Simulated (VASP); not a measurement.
# NbSnSe4 (P2/c) in VASP: notebook

Runs on NbSnSe4. Level: PBE. Tasks: single point, relaxation of cell and atoms.

All numbers are computed with VASP 6.6.1; they aren't measurements. Logs are shortened: lines on timing, memory, paths and dates and some standing lists are left out, and cuts for length are marked.

## 1. The cell of the first run

It takes space group P2/c (No. 13, monoclinic). The conventional cell has a = 6.159 Å, b = 7.980 Å, c = 6.581 Å, α = 90.00°, β = 91.57°, γ = 90.00°. Nb (site symmetry 2) has 6 Se at 2.45 to 2.74 Å within 3.2 Å. Within 3.7 Å of Sn (site symmetry 2) lie 6 Se at 2.83 to 3.02 Å. Se (site symmetry 1) has 1 Nb at 2.45 Å and 2 Sn at 2.83 to 3.02 Å within 3.2 Å. Within 3.4 Å of Se (site symmetry 1) lie 2 Nb at 2.58 to 2.74 Å and 1 Sn at 2.83 Å and 1 Se at 3.13 Å.

## 2. Single point, PBE

INCAR

```
SYSTEM = NbSnSe4
ALGO = Normal ; EDIFF = 1E-6
ENCUT = 500 ; GGA = PE
GGA_COMPAT = .FALSE. ; ISIF = 2
ISMEAR = 0 ; LASPH = .TRUE.
LCHARG = .FALSE. ; LREAL = .FALSE.
LWAVE = .FALSE. ; NBANDS = 63
NELM = 120 ; PREC = Accurate
SIGMA = 0.15
```

KPOINTS

```
k-points
0
G
  2 2 2
  0 0 0
```

POSCAR

```
NbSnSe4
1.0
    6.1587492146      0.0000000000     -0.0571104466
    0.0000000000      7.9796494621      0.0000000000
   -0.1190304849      0.0000000000      6.5795960081
Nb Sn Se
2 2 8
Direct
    0.0000000000      0.1747905821      0.2500000000
    0.0000000000      0.8252094179      0.7500000000
    0.5000000000      0.3120123513      0.7500000000
    0.5000000000      0.6879876487      0.2500000000
    0.7467092983      0.3840346048      0.1090408148
    0.2532907017      0.3840346048      0.3909591852
    0.2177968190      0.0842163445      0.9390161989
    0.7822031810      0.0842163445      0.5609838011
    0.7467092983      0.6159653952      0.6090408148
    0.2532907017      0.6159653952      0.8909591852
    0.2177968190      0.9157836555      0.4390161989
    0.7822031810      0.9157836555      0.0609838011
```

Potentials or basis: VASP PAW PBE potentials, release 64 (Nb_sv, Sn_d, Se).

The run is started by

```sh
cat potpaw_PBE.64/Nb_sv/POTCAR potpaw_PBE.64/Sn_d/POTCAR potpaw_PBE.64/Se/POTCAR > POTCAR
mpirun -np 1 vasp_std > vasp.out
```

OUTCAR:

```text
SYSTEM = NbSnSe4
   EDIFF = 1E-6
   ENCUT = 500
   GGA = PE
   ISIF = 2
   ISMEAR = 0
   LASPH = .TRUE.
   LREAL = .FALSE.
   NELM = 120
   PREC = Accurate

 ion  position               nearest neighbor table
   1  0.000  0.175  0.250-   5 2.45   6 2.45   7 2.58   8 2.58  11 2.74  12 2.74
   2  0.000  0.825  0.750-   9 2.45  10 2.45  11 2.58  12 2.58   7 2.74   8 2.74
   3  0.500  0.312  0.750-   7 2.83   8 2.83   5 2.83   6 2.83   9 3.02  10 3.02
   4  0.500  0.688  0.250-  11 2.83  12 2.83   9 2.83  10 2.83   5 3.02   6 3.02
   5  0.747  0.384  0.109-   1 2.45   3 2.83   4 3.02
   6  0.253  0.384  0.391-   1 2.45   3 2.83   4 3.02
   7  0.218  0.084  0.939-   1 2.58   2 2.74   3 2.83
   8  0.782  0.084  0.561-   1 2.58   2 2.74   3 2.83
   9  0.747  0.616  0.609-   2 2.45   4 2.83   3 3.02
  10  0.253  0.616  0.891-   2 2.45   4 2.83   3 3.02
  11  0.218  0.916  0.439-   2 2.58   1 2.74   4 2.83
  12  0.782  0.916  0.061-   2 2.58   1 2.74   4 2.83

  LATTYP: Found a simple monoclinic cell.
 ALAT       =     6.1590140032
 B/A-ratio  =     1.2956050202
 C/A-ratio  =     1.0684620295
 COS(beta)  =    -0.0273582564

  Lattice vectors:

 A1 = (   6.1587492146,   0.0000000000,  -0.0571104466)
 A2 = (   0.0000000000,   7.9796494621,   0.0000000000)
 A3 = (  -0.1190304849,   0.0000000000,   6.5795960081)

Analysis of symmetry for initial positions (statically):
=====================================================================
 Subroutine PRICEL returns:
 Original cell was already a primitive cell.

 Routine SETGRP: Setting up the symmetry group for a
 simple monoclinic supercell.

 Subroutine GETGRP returns: Found  4 space group operations
 (whereof  2 operations were pure point group operations)
 out of a pool of  4 trial point group operations.

The static configuration has the point symmetry S_2 .
 The point group associated with its full space group is C_2h.

Analysis of symmetry for dynamics (positions and initial velocities):
=====================================================================
 Subroutine PRICEL returns:
 Original cell was already a primitive cell.

 Routine SETGRP: Setting up the symmetry group for a
 simple monoclinic supercell.

 Subroutine GETGRP returns: Found  4 space group operations
 (whereof  2 operations were pure point group operations)
 out of a pool of  4 trial point group operations.

The dynamic configuration has the point symmetry S_2 .
 The point group associated with its full space group is C_2h.

 Subroutine INISYM returns: Found  4 space group operations
 (whereof  2 operations are pure point group operations),
 and found     1 'primitive' translations

----------------------------------------------------------------------------------------

                                     Primitive cell

  volume of cell :     323.2978

  direct lattice vectors                    reciprocal lattice vectors
     6.158749215  0.000000000 -0.057110447     0.162397875  0.000000000  0.002937916
     0.000000000  7.979649462  0.000000000     0.000000000  0.125318788  0.000000000
    -0.119030485  0.000000000  6.579596008     0.001409603  0.000000000  0.152010516

  length of vectors
     6.159014003  7.979649462  6.580672601     0.162424448  0.125318788  0.152017052

  position of ions in fractional coordinates (direct lattice)
     0.000000000  0.174790582  0.250000000
     0.000000000  0.825209418  0.750000000
     0.500000000  0.312012351  0.750000000
     0.500000000  0.687987649  0.250000000
     0.746709298  0.384034605  0.109040815
     0.253290702  0.384034605  0.390959185
     0.217796819  0.084216344  0.939016199
     0.782203181  0.084216344  0.560983801
     0.746709298  0.615965395  0.609040815
     0.253290702  0.615965395  0.890959185
     0.217796819  0.915783656  0.439016199
     0.782203181  0.915783656  0.060983801

  ion indices of the primitive-cell ions
   primitive index   ion index
                 1           1
                 2           2
                 3           3
                 4           4
                 5           5
                 6           6
                 7           7
                 8           8
                 9           9
                10          10
                11          11
                12          12

----------------------------------------------------------------------------------------

 KPOINTS: k-points

Automatic generation of k-mesh.
 Grid dimensions read from file:
 generate k-points for:    2    2    2

 Generating k-lattice:

  Cartesian coordinates                     Fractional coordinates (reciprocal lattice)
     0.081198938  0.000000000  0.001468958     0.500000000  0.000000000  0.000000000
     0.000000000  0.062659394  0.000000000     0.000000000  0.500000000  0.000000000
     0.000704801  0.000000000  0.076005258     0.000000000  0.000000000  0.500000000

  Length of vectors
     0.081212224  0.062659394  0.076008526

  Shift w.r.t. Gamma in fractional coordinates (k-lattice)
     0.000000000  0.000000000  0.000000000

 Subroutine IBZKPT returns following result:
 ===========================================

 Found      8 irreducible k-points:

 Following reciprocal coordinates:
            Coordinates               Weight
  0.000000  0.000000  0.000000      1.000000
  0.500000  0.000000  0.000000      1.000000
  0.000000  0.500000  0.000000      1.000000
  0.500000  0.500000  0.000000      1.000000
  0.000000  0.000000  0.500000      1.000000
  0.500000  0.000000  0.500000      1.000000
  0.000000  0.500000  0.500000      1.000000
  0.500000  0.500000  0.500000      1.000000
   k-points           NKPTS =      8   k-points in BZ     NKDIM =      8   number of bands    NBANDS=     63
   number of dos      NEDOS =    301   number of ions     NIONS =     12
   total plane-waves  NPLWV = 138240
   dimension x,y,z NGX =    48 NGY =   60 NGZ =   48
   dimension x,y,z NGXF=    96 NGYF=  120 NGZF=   96
   ions per type =               2   2   8
   NGX,Y,Z   is equivalent  to a cutoff of  12.96, 12.50, 12.13 a.u.
   NGXF,Y,Z  is equivalent  to a cutoff of  25.91, 25.00, 24.25 a.u.
 SYSTEM =  NbSnSe4
   PREC   = accura    normal or accurate (medium, high low for compatibility)
   ISTART =      0    job   : 0-new  1-cont  2-samecut
   ICHARG =      2    charge: 1-file 2-atom 10-const
   ISPIN  =      1    spin polarized calculation?
   LNONCOLLINEAR =      F non collinear calculations
   LSORBIT =      F    spin-orbit coupling
   LASPH  =      T    aspherical Exc in radial PAW
   ENCUT  =  500.0 eV  36.75 Ry    6.06 a.u.  11.23 14.55 12.00*2*pi/ulx,y,z
   NELM   =    120;   NELMIN=  2; NELMDL= -5     # of ELM steps
   EDIFF  = 0.1E-05   stopping-criterion for ELM
   LREAL  =      F    real-space projection
   EDIFFG = 0.1E-04   stopping-criterion for IOM
   NSW    =      0    number of steps for IOM
   IBRION =     -1    ionic relax: 0-MD 1-quasi-New 2-CG
   NFREE  =      0    steps in history (QN), initial steepest desc. (CG)
   ISIF   =      2    stress and relaxation
   ISYM   =      2    0-nonsym 1-usesym 2-fastsym
   POTIM  = 0.5000    time-step for ionic-motion
   TEBEG  =    0.0;   TEEND  =   0.0 temperature during run
   PSTRESS=    0.0 pullay stress
   NELECT =     102.0000    total number of electrons
   NUPDOWN=      -1.0000    fix difference up-down
   EMIN   =  10.00;   EMAX   =-10.00  energy-range for DOS
   EFERMI =   0.00;   METHOD = LEGACY
   ISMEAR =     0;   SIGMA  =   0.15  broadening in eV -4-tet -1-fermi 0-gaus
   EFERMI_NEDOS =   21; number of points for ismear=-14 and -15
   IALGO  =     38    algorithm
   IMIX   =      4    mixing-type and parameters
     AMIX     =   0.40;   BMIX     =  1.00
     AMIX_MAG =   1.60;   BMIX_MAG =  1.00
  volume/ion in A,a.u.               =      26.94       181.81
  Fermi-wavevector in a.u.,A,eV,Ry     =   1.114484  2.106070 16.899462  1.242075
  Thomas-Fermi vector in A             =   2.251080
   LORBIT       =      0    0 simple, 1 ext, 2 COOP (PROOUT), +10 PAW based schemes
   GGA     = PE    functional components
   LHFCALC =     F    Hartree Fock is set to
   AEXX    =    0.0000 exact exchange contribution
   IVDW    =     0    specifies the selected vdW correction
   LEPSILON=     F    determine dielectric tensor
   LRPA    =     F    only Hartree local field effects (RPA)
 non-spin polarized calculation
 Gauss-broadening in eV      SIGMA  =   0.15
  energy-cutoff  :      500.00
  volume of cell :      323.30
 maximum number of plane-waves:      8234
 NGX is ok and might be reduce to    48
   NGX = 23   NGY = 29   NGZ = 23

 number of electron     101.9999983 magnetization

 Free energy of the ion-electron system (eV)
  ---------------------------------------------------
  ext. energy  EPLUGINS =         0.00000000
  ---------------------------------------------------
  free energy    TOTEN  =       -61.48000584 eV

  energy without entropy =      -61.41348780  energy(sigma->0) =      -61.44674682

 E-fermi :   3.9748     XC(G=0):  -9.2943

 val. band max:        3.8109419798   @ k =   0.5000   0.5000   0.0000
 cond. band min:       3.9804238574   @ k =   0.0000   0.0000   0.5000
 fundamental gap:      0.1694818776
 Fermi energy:         3.9748046508

 k-point     1 :       0.0000    0.0000    0.0000
  band No.  band energies     occupation
      1     -51.6604      2.00000
      2     -51.6597      2.00000
      3     -27.7603      2.00000
      4     -27.7588      2.00000
      5     -27.7173      2.00000
      6     -27.7077      2.00000
[... 55 lines left out ...]
     62       7.1130      0.00000
     63       7.2153      0.00000

 k-point     2 :       0.5000    0.0000    0.0000
  band No.  band energies     occupation
      1     -51.6604      2.00000
      2     -51.6597      2.00000
      3     -27.7604      2.00000
      4     -27.7589      2.00000
      5     -27.7173      2.00000
      6     -27.7077      2.00000
[... 451 lines left out ...]
     62       7.2026      0.00000
     63       7.7601      0.00000

------------------------ aborting loop because EDIFF is reached ----------------------------------------

  FORCE on cell =-STRESS in cart. coord.  units (eV):
  Direction    XX          YY          ZZ          XY          YZ          ZX
  --------------------------------------------------------------------------------------
  -------------------------------------------------------------------------------------
  Total        0.1091153      0.3079059      0.0012198      0.0000000      0.0000000     -0.2164117
  in kB        0.5407465      1.5258995      0.0060449      0.0000000      0.0000000     -1.0724787
  external PRESSURE =       0.6908969 kB  Pullay stress =       0.0000000 kB

 VOLUME and BASIS-vectors are now :
 -----------------------------------------------------------------------------
  energy-cutoff  :      500.00
  volume of cell :      323.30
      direct lattice vectors                 reciprocal lattice vectors
     6.158749215  0.000000000 -0.057110447     0.162397875  0.000000000  0.002937916
     0.000000000  7.979649462  0.000000000     0.000000000  0.125318788  0.000000000
    -0.119030485  0.000000000  6.579596008     0.001409603  0.000000000  0.152010516

 POSITION                                       TOTAL-FORCE (eV/Angst)
 -----------------------------------------------------------------------------------
     -0.02976      1.39477      1.64490         0.000000      0.060933      0.000000
     -0.08927      6.58488      4.93470         0.000000     -0.060933      0.000000
      2.99010      2.48975      4.90614         0.000000     -0.061362      0.000000
      3.04962      5.48990      1.61634         0.000000      0.061362      0.000000
      4.58582      3.06446      0.67480         0.029005     -0.055856     -0.021480
      1.51342      3.06446      2.55789        -0.029005     -0.055856      0.021480
      1.22958      0.67202      6.16591         0.048960      0.021456     -0.001511
      4.75062      0.67202      3.64637        -0.048960      0.021456      0.001511
      4.52630      4.91519      3.96460         0.029005      0.055856     -0.021480
      1.45390      4.91519      5.84769        -0.029005      0.055856      0.021480
      1.28910      7.30763      2.87611         0.048960     -0.021456     -0.001511
      4.81013      7.30763      0.35658        -0.048960     -0.021456      0.001511
 -----------------------------------------------------------------------------------
    total drift:                               -0.000000      0.000000      0.000000

  FREE ENERGIE OF THE ION-ELECTRON SYSTEM (eV)
  ---------------------------------------------------
  free  energy   TOTEN  =       -61.4800058389 eV

  energy  without entropy=      -61.4134878037  energy(sigma->0) =      -61.44674682
```

Wall time 2 min (1 thread of AMD EPYC 9R45 (Zen 5), shared host); peak memory 0.38 GiB.

What came out:

| Property | Result |
| --- | --- |
| Free energy | -61.4800 eV |
| Pressure | 0.1 GPa |
| Largest force | 0.067 eV/Å |
| Band gap on the k mesh | zero (bands 51 and 52 overlap by 0.43 eV) |

Forces on the atoms (eV/Å):
```
Nb   0.000  0.061  0.000
Nb   0.000 -0.061  0.000
Sn   0.000 -0.061  0.000
Sn   0.000  0.061  0.000
Se   0.029 -0.056 -0.021
Se  -0.029 -0.056  0.021
Se   0.049  0.021 -0.002
Se  -0.049  0.021  0.002
Se   0.029  0.056 -0.021
Se  -0.029  0.056  0.021
Se   0.049 -0.021 -0.002
Se  -0.049 -0.021  0.002
```

Caveat: the k points lie up to 0.51 Å⁻¹ apart; spin-orbit coupling is left out, which moves the levels of the heavy elements.

(Part 1 of 2 ends here.)
